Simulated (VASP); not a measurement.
The system is BP.

```
CELL_PARAMETERS angstrom
0.00000 2.24563 2.24563
2.24563 0.00000 2.24563
2.24563 2.24563 0.00000
ATOMIC_POSITIONS crystal
B 0.00000 0.00000 0.00000
P 0.25000 0.25000 0.25000
```

This cell differs from its parent crystal: strain -1.0%.

Base run:

* Program: VASP 6.6.1
* Functional: r2SCAN
* Potentials or basis: VASP PAW PBE potentials, release 64 (B, P)
* Cutoff: 520 eV
* k mesh: 10 × 10 × 10
* Occupations: gaussian, width 0.01 eV
* Spin: no spin polarisation

Its results: band gap on the k mesh 1.40 eV, indirect (least direct gap 3.69 eV); pressure 4.9 GPa.

Question: The run is repeated on the same cell with these changes: functional from r2SCAN to PBE; k mesh from 10 × 10 × 10 to 6 × 6 × 6. What comes out?

Answer: Band gap on the k mesh 1.27 eV, indirect (least direct gap 3.45 eV); pressure 6.5 GPa.

Several settings changed at once, so the effect can't be laid on one alone.

Caveats: the PAW data sets were made with another functional, which shifts forces and pressure a little (some runs).

A k mesh can miss the band edges.
